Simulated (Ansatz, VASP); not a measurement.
# Two plane-wave programs on CaS

```
Ca S
1.0
     0.00000    2.84300    2.84300
     2.84300    0.00000    2.84300
     2.84300    2.84300    0.00000
Ca S
1 1
Direct
  0.00000 0.00000 0.00000
  0.50000 0.50000 0.50000
```

Alike in both runs: functional PBE; k mesh 8 × 8 × 8; occupations fermi-dirac, width 0.02 eV; no spin polarisation.

Ansatz relaxed the structure, and its values are those at the end. VASP's run is a single point on that final structure, the one shown.

```csv
,VASP,Ansatz
version,VASP 6.6.1,Ansatz 0.2.0
potentials or method,"VASP PAW PBE potentials, release 64 (Ca_sv, S)","plane-wave PAW, scalar-relativistic"
plane-wave cutoff (eV),500,420
valence electrons in the cell,16,16
```

```csv
,VASP,Ansatz,Ansatz less VASP
gap on the k mesh at the Fermi level (eV),2.35,2.35,+0.005
pressure (GPa),1.0,0.8,-0.15
```

Ansatz's warnings: stress scf threshold loose.
